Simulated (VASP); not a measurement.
## ZnSe: single point with PBE+D3(BJ)

The system is ZnSe.

```
Zn Se
1.0
     0.00000    2.75612    2.75612
     2.75612    0.00000    2.75612
     2.75612    2.75612    0.00000
Zn Se
1 1
Direct
  0.00000 0.00000 0.00000
  0.25000 0.25000 0.25000
```

```json
{
  "Program": "VASP 6.6.1",
  "Task": "single point",
  "Functional": "PBE",
  "Dispersion": "D3(BJ)",
  "Potentials or basis": "VASP PAW PBE potentials, release 64 (Zn, Se)",
  "Cutoff": "500 eV",
  "k mesh": "6 × 6 × 6",
  "Occupations": "gaussian, width 0.01 eV",
  "Spin": "no spin polarisation"
}
```

The pressure is 6.1 GPa and the band gap on the k mesh is 1.64 eV. The dispersion energy per atom is -0.353 eV.

Levels at points of the mesh, in eV from the valence-band top:
```
           k point  band 5  band 6  band 7  band 8  band 9  band 10  band 11  band 12  band 13  band 14
(0.00, 0.00, 0.00)   -6.44   -6.44    0.00    0.00    0.00     1.64     5.76     5.76     5.76    10.25
(0.50, 0.00, 0.00)   -6.42   -6.25   -5.79   -1.00   -1.00     2.68     6.35     6.35     8.77    11.41
(0.50, 0.50, 0.00)   -6.38   -6.23   -5.13   -2.50   -2.50     2.77     3.43    11.39    11.83    11.83
```

Run time: 12 s on 1 thread of Intel(R) Xeon(R) Platinum 8259CL CPU @ 2.50GHz (Skylake/Cascade Lake), with other jobs on the host, peak memory 0.16 GiB.

Caveat: the cell stands under pressure. Expect the measured gap to be larger: semilocal functionals such as PBE lack the derivative discontinuity.
